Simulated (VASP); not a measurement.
Runs of VASP 6.6.1 on BaHfO3. The structure is that of space group Pm-3m (No. 221), or close to it. The cells are those of the table. 

| level | potentials or basis | cell | smearing | gap on the mesh (eV) | pressure (GPa) |
| --- | --- | --- | --- | --- | --- |
| r2SCAN | VASP PAW PBE potentials, release 64 (Ba_sv, Hf_pv, O) | a = 4.177 Å, 5 atoms | fermi-dirac 0.02 eV | 4.11 | -0.7 |
| r2SCAN | VASP PAW PBE potentials, release 64 (Ba_sv, Hf_pv, O) | a = 4.177 Å, 5 atoms | gaussian 0.01 eV | 4.11 | -0.7 |
| PBE | VASP PAW PBE potentials, release 64 (Ba_sv, Hf_pv, O) | a = 4.206 Å, 5 atoms | fermi-dirac 0.02 eV | (b) | -0.6 |
| LDA | VASP PAW LDA potentials, release 64 (Ba_sv, Hf_pv, O) | a = 4.177 Å, 5 atoms | gaussian 0.01 eV | (a) | -6.8 |
| PBE | VASP PAW PBE potentials, release 64 (Ba_sv, Hf_pv, O) | a = 4.177 Å, 5 atoms | fermi-dirac 0.02 eV | 3.58 | 2.9 |

Alike in all rows: task single point; no spin polarisation; k mesh 6 × 6 × 6; cutoff (eV) 520.

Task: Fill in the values left out.

Result: (a) 3.40; (b) 3.54.

Caveats: spin-orbit coupling is left out, which moves the levels of the heavy elements; the PAW data sets were made with another functional, which shifts forces and pressure a little (some runs).

A k mesh can miss the band edges, and the runs leave out spin-orbit coupling on Ba, Hf.
